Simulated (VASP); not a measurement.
# BP (F-43m) in VASP: density of states with PBE

Aim: the density of states of BP with PBE.

Everything below comes from runs of VASP 6.6.1. Logs are shortened: lines on timing, memory, paths and dates and some standing lists are left out, and cuts for length are marked.

## 1. The cell of the first run

It takes space group F-43m (No. 216, cubic). Conventional cell: a = 4.538 Å, b = 4.538 Å, c = 4.538 Å, α = 90.00°, β = 90.00°, γ = 90.00°. B (site symmetry -43m) has 4 P at 1.97 Å within 2.6 Å. P (site symmetry -43m) has 4 B at 1.97 Å within 2.6 Å.

## 2. Density of states, PBE

POSCAR reads:

```
BP
1.0
    0.0000000000      2.2690000000      2.2690000000
    2.2690000000      0.0000000000      2.2690000000
    2.2690000000      2.2690000000      0.0000000000
B P
1 1
Direct
    0.0000000000      0.0000000000      0.0000000000
    0.2500000000      0.2500000000      0.2500000000
```

INCAR.step1 reads:

```
  ALGO = Normal
  EDIFF = 1E-6
  ENCUT = 420
  GGA = PE
  GGA_COMPAT = F
  ISIF = 2
  ISMEAR = 0
  LASPH = T
  LCHARG = T
  LORBIT = 11
  LREAL = F
  LWAVE = F
  NBANDS = 11
  NEDOS = 2001
  NELM = 120
  PREC = Accurate
  SIGMA = 0.01
```

KPOINTS.step1 reads:

```
k-points
0
Gamma
  8 8 8
```

INCAR.step2 reads:

```
  ALGO = Normal
  EDIFF = 1E-6
  ENCUT = 420
  GGA = PE
  GGA_COMPAT = F
  ICHARG = 11
  ISIF = 2
  ISMEAR = -5
  LASPH = T
  LCHARG = F
  LORBIT = 11
  LREAL = F
  LWAVE = F
  NEDOS = 2001
  NELM = 120
  PREC = Accurate
  SIGMA = 0.01
```

KPOINTS.step2 reads:

```
k-points
0
Gamma
  12 12 12
```

Potentials or basis: VASP PAW PBE potentials, release 64 (B, P).

Launch:

```
$ cat potpaw_PBE.64/B/POTCAR potpaw_PBE.64/P/POTCAR > POTCAR
$ cp INCAR.step1 INCAR
$ cp KPOINTS.step1 KPOINTS
$ mpirun -np 1 vasp_std > vasp.out
$ cp INCAR.step2 INCAR
$ cp KPOINTS.step2 KPOINTS
$ mpirun -np 1 vasp_std > vasp.out
```

OUTCAR:

```text
EDIFF = 1E-6
   ENCUT = 420
   GGA = PE
   ICHARG = 11
   ISIF = 2
   ISMEAR = -5
   LASPH = T
   LORBIT = 11
   LREAL = F
   NELM = 120
   PREC = Accurate

 ion  position               nearest neighbor table
   1  0.000  0.000  0.000-   2 1.97   2 1.97   2 1.97   2 1.97
   2  0.250  0.250  0.250-   1 1.97   1 1.97   1 1.97   1 1.97

  LATTYP: Found a face centered cubic cell.
 ALAT       =     4.5380000000

  Lattice vectors:

 A1 = (   0.0000000000,   2.2690000000,   2.2690000000)
 A2 = (   2.2690000000,   0.0000000000,   2.2690000000)
 A3 = (   2.2690000000,   2.2690000000,   0.0000000000)

Analysis of symmetry for initial positions (statically):
=====================================================================
 Subroutine PRICEL returns:
 Original cell was already a primitive cell.

 Routine SETGRP: Setting up the symmetry group for a
 face centered cubic supercell.

 Subroutine GETGRP returns: Found 24 space group operations
 (whereof 24 operations were pure point group operations)
 out of a pool of 48 trial point group operations.

The static configuration has the point symmetry T_d .

Analysis of symmetry for dynamics (positions and initial velocities):
=====================================================================
 Subroutine PRICEL returns:
 Original cell was already a primitive cell.

 Routine SETGRP: Setting up the symmetry group for a
 face centered cubic supercell.

 Subroutine GETGRP returns: Found 24 space group operations
 (whereof 24 operations were pure point group operations)
 out of a pool of 48 trial point group operations.

The dynamic configuration has the point symmetry T_d .

 Subroutine INISYM returns: Found 24 space group operations
 (whereof 24 operations are pure point group operations),
 and found     1 'primitive' translations

----------------------------------------------------------------------------------------

                                     Primitive cell

  volume of cell :      23.3633

  direct lattice vectors                    reciprocal lattice vectors
     0.000000000  2.269000000  2.269000000    -0.220361393  0.220361393  0.220361393
     2.269000000  0.000000000  2.269000000     0.220361393 -0.220361393  0.220361393
     2.269000000  2.269000000  0.000000000     0.220361393  0.220361393 -0.220361393

  length of vectors
     3.208850573  3.208850573  3.208850573     0.381677128  0.381677128  0.381677128

  position of ions in fractional coordinates (direct lattice)
     0.000000000  0.000000000  0.000000000
     0.250000000  0.250000000  0.250000000

  ion indices of the primitive-cell ions
   primitive index   ion index
                 1           1
                 2           2

----------------------------------------------------------------------------------------

 KPOINTS: k-points

Automatic generation of k-mesh.
 Grid dimensions read from file:
 generate k-points for:   12   12   12

 Generating k-lattice:

  Cartesian coordinates                     Fractional coordinates (reciprocal lattice)
    -0.018363449  0.018363449  0.018363449     0.083333333  0.000000000  0.000000000
     0.018363449 -0.018363449  0.018363449     0.000000000  0.083333333  0.000000000
     0.018363449  0.018363449 -0.018363449     0.000000000  0.000000000  0.083333333

  Length of vectors
     0.031806427  0.031806427  0.031806427

  Shift w.r.t. Gamma in fractional coordinates (k-lattice)
     0.000000000  0.000000000  0.000000000

 TETIRR: Found    247 inequivalent tetrahedra from    10368

 Subroutine IBZKPT returns following result:
 ===========================================

 Found     72 irreducible k-points:

 Following reciprocal coordinates:
            Coordinates               Weight
  0.000000  0.000000  0.000000      1.000000
  0.083333  0.000000  0.000000      8.000000
  0.166667  0.000000  0.000000      8.000000
  0.250000  0.000000  0.000000      8.000000
  0.333333  0.000000  0.000000      8.000000
  0.416667  0.000000  0.000000      8.000000
[... 16 lines left out ...]
  0.500000  0.166667  0.000000     24.000000
 -0.416667  0.166667  0.000000     24.000000
 [... further k-points ...]
   k-points           NKPTS =     72   k-points in BZ     NKDIM =     72   number of bands    NBANDS=      8
   number of dos      NEDOS =   2001   number of ions     NIONS =      2
   total plane-waves  NPLWV =  13824
   dimension x,y,z NGX =    24 NGY =   24 NGZ =   24
   dimension x,y,z NGXF=    48 NGYF=   48 NGZF=   48
   ions per type =               1   1
   NGX,Y,Z   is equivalent  to a cutoff of  12.43, 12.43, 12.43 a.u.
   NGXF,Y,Z  is equivalent  to a cutoff of  24.87, 24.87, 24.87 a.u.
 SYSTEM =  unknown system
   PREC   = accura    normal or accurate (medium, high low for compatibility)
   ISTART =      0    job   : 0-new  1-cont  2-samecut
   ICHARG =     11    charge: 1-file 2-atom 10-const
   ISPIN  =      1    spin polarized calculation?
   LNONCOLLINEAR =      F non collinear calculations
   LSORBIT =      F    spin-orbit coupling
   LASPH  =      T    aspherical Exc in radial PAW
   ENCUT  =  420.0 eV  30.87 Ry    5.56 a.u.   5.36  5.36  5.36*2*pi/ulx,y,z
   NELM   =    120;   NELMIN=  2; NELMDL=  0     # of ELM steps
   EDIFF  = 0.1E-05   stopping-criterion for ELM
   LREAL  =      F    real-space projection
   EDIFFG = 0.1E-04   stopping-criterion for IOM
   NSW    =      0    number of steps for IOM
   IBRION =     -1    ionic relax: 0-MD 1-quasi-New 2-CG
   NFREE  =      0    steps in history (QN), initial steepest desc. (CG)
   ISIF   =      2    stress and relaxation
   ISYM   =      2    0-nonsym 1-usesym 2-fastsym
   POTIM  = 0.5000    time-step for ionic-motion
   TEBEG  =    0.0;   TEEND  =   0.0 temperature during run
   PSTRESS=    0.0 pullay stress
   NELECT =       8.0000    total number of electrons
   NUPDOWN=      -1.0000    fix difference up-down
   EMIN   =  10.00;   EMAX   =-10.00  energy-range for DOS
   EFERMI =   0.00;   METHOD = LEGACY
   ISMEAR =    -5;   SIGMA  =   0.01  broadening in eV -4-tet -1-fermi 0-gaus
   EFERMI_NEDOS =   21; number of points for ismear=-14 and -15
   IALGO  =     38    algorithm
   IMIX   =      4    mixing-type and parameters
     AMIX     =   0.40;   BMIX     =  1.00
     AMIX_MAG =   1.60;   BMIX_MAG =  1.00
  volume/ion in A,a.u.               =      11.68        78.83
  Fermi-wavevector in a.u.,A,eV,Ry     =   1.145320  2.164342 17.847562  1.311759
  Thomas-Fermi vector in A             =   2.282009
   LORBIT       =     11    0 simple, 1 ext, 2 COOP (PROOUT), +10 PAW based schemes
   GGA     = PE    functional components
   LHFCALC =     F    Hartree Fock is set to
   AEXX    =    0.0000 exact exchange contribution
   IVDW    =     0    specifies the selected vdW correction
   LEPSILON=     F    determine dielectric tensor
   LRPA    =     F    only Hartree local field effects (RPA)
 non-spin polarized calculation
 Fermi weights with tetrahedron method with Bloechl corrections
  energy-cutoff  :      420.00
  volume of cell :       23.36
 maximum number of plane-waves:       471
 NGX is ok and might be reduce to    24

 number of electron       8.0000000 magnetization

 Free energy of the ion-electron system (eV)
  ---------------------------------------------------
  ext. energy  EPLUGINS =         0.00000000
  ---------------------------------------------------
  free energy    TOTEN  =       -12.93028197 eV

  energy without entropy =      -12.93028197  energy(sigma->0) =      -12.93028197

 E-fermi :   7.4344     XC(G=0): -10.9068

 val. band max:        7.4340355791   @ k =   0.0000   0.0000   0.0000
 cond. band min:       8.6686745300   @ k =   0.4167   0.4167   0.0000
 fundamental gap:      1.2346389509
 Fermi energy:         7.4343801351

 k-point     1 :       0.0000    0.0000    0.0000
  band No.  band energies     occupation
      1      -8.0268      2.00000
      2       7.4340      2.00000
      3       7.4340      2.00000
      4       7.4340      2.00000
      5      10.8342      0.00000
      6      10.8342      0.00000
      7      10.8342      0.00000
      8      14.8084      0.00000

 k-point     2 :       0.0833    0.0000    0.0000
  band No.  band energies     occupation
      1      -7.9016      2.00000
      2       6.4731      2.00000
      3       7.2202      2.00000
      4       7.2202      2.00000
      5      11.1301      0.00000
      6      11.1301      0.00000
      7      11.1875      0.00000
      8      15.1759      0.00000

 k-point     3 :       0.1667    0.0000    0.0000
  band No.  band energies     occupation
      1      -7.5291      2.00000
      2       4.5970      2.00000
      3       6.7688      2.00000
      4       6.7688      2.00000
      5      11.4549      0.00000
      6      11.7396      0.00000
      7      11.7396      0.00000
      8      16.0953      0.00000

 k-point     4 :       0.2500    0.0000    0.0000
  band No.  band energies     occupation
      1      -6.9213      2.00000
      2       2.5875      2.00000
      3       6.3167      2.00000
      4       6.3167      2.00000
      5      11.4360      0.00000
      6      12.1969      0.00000
      7      12.1969      0.00000
      8      17.0440      0.00000

 k-point     5 :       0.3333    0.0000    0.0000
  band No.  band energies     occupation
      1      -6.1121      2.00000
      2       0.7026      2.00000
      3       5.9656      2.00000
      4       5.9656      2.00000
      5      11.3323      0.00000
      6      12.2920      0.00000
      7      12.2920      0.00000
      8      17.5417      0.00000
[... 177 lines left out ...]
 k-point    22 :       0.4167    0.1667    0.0000
  band No.  band energies     occupation
      1      -5.3896      2.00000
      2       0.4131      2.00000
      3       4.3302      2.00000
      4       4.7819      2.00000
      5      10.5874      0.00000
      6      13.8850      0.00000
      7      14.2228      0.00000
      8      14.7815      0.00000

 k-point    23 :       0.5000    0.1667    0.0000
  band No.  band energies     occupation
      1      -4.5505      2.00000
      2      -0.9047      2.00000
      3       3.8507      2.00000
      4       4.8567      2.00000
      5      10.7268      0.00000
      6      13.7942      0.00000
      7      13.8870      0.00000
      8      16.3805      0.00000

 k-point    24 :      -0.4167    0.1667    0.0000
  band No.  band energies     occupation
      1      -4.3755      2.00000
      2      -1.1428      2.00000
      3       3.5293      2.00000
      4       5.1186      2.00000
      5      10.9854      0.00000
      6      13.5552      0.00000
      7      13.7378      0.00000
      8      17.8399      0.00000

 [... further k-points ...]
[... 5 lines left out ...]
  --------------------------------------------------------------------------------------
  -------------------------------------------------------------------------------------
  Total        0.1331507      0.1331507      0.1331507      0.0000000      0.0000000     -0.0000000
  in kB        9.1310475      9.1310475      9.1310475      0.0000000      0.0000000     -0.0000000
  external PRESSURE =       9.1310475 kB  Pullay stress =       0.0000000 kB

 VOLUME and BASIS-vectors are now :
 -----------------------------------------------------------------------------
  energy-cutoff  :      420.00
  volume of cell :       23.36
      direct lattice vectors                 reciprocal lattice vectors
     0.000000000  2.269000000  2.269000000    -0.220361393  0.220361393  0.220361393
     2.269000000  0.000000000  2.269000000     0.220361393 -0.220361393  0.220361393
     2.269000000  2.269000000  0.000000000     0.220361393  0.220361393 -0.220361393

 POSITION                                       TOTAL-FORCE (eV/Angst)
 -----------------------------------------------------------------------------------
      0.00000      0.00000      0.00000         0.000000      0.000000     -0.000000
      1.13450      1.13450      1.13450        -0.000000     -0.000000      0.000000
 -----------------------------------------------------------------------------------
    total drift:                                0.000000      0.000000      0.000000

  FREE ENERGIE OF THE ION-ELECTRON SYSTEM (eV)
  ---------------------------------------------------
  free  energy   TOTEN  =       -12.9302819711 eV

  energy  without entropy=      -12.9302819711  energy(sigma->0) =      -12.93028197

 total charge

# of ion       s       p       d       tot
------------------------------------------
    1        0.668   1.273   0.000   1.941
    2        0.993   1.576   0.000   2.569
--------------------------------------------------
tot          1.660   2.850   0.000   4.510
```

It took 11 s on 1 thread of Intel Xeon Platinum 8488C (Sapphire Rapids), shared host; peak memory 0.13 GiB.

What came out:

```
Valence electrons inside the program's atomic spheres : B 1.94; P 2.57
```

Levels at points of the mesh, in eV from the valence-band top:
| k point | band 1 | band 2 | band 3 | band 4 | band 5 | band 6 | band 7 | band 8 |
| --- | --- | --- | --- | --- | --- | --- | --- | --- |
| (0.00, 0.00, 0.00) | -15.46 | 0.00 | 0.00 | 0.00 | 3.40 | 3.40 | 3.40 | 7.37 |
| (0.50, 0.00, 0.00) | -12.14 | -9.03 | -1.76 | -1.76 | 3.78 | 4.71 | 4.71 | 10.13 |
| (0.50, 0.50, 0.00) | -10.61 | -8.58 | -4.11 | -4.11 | 1.33 | 1.66 | 12.12 | 12.12 |
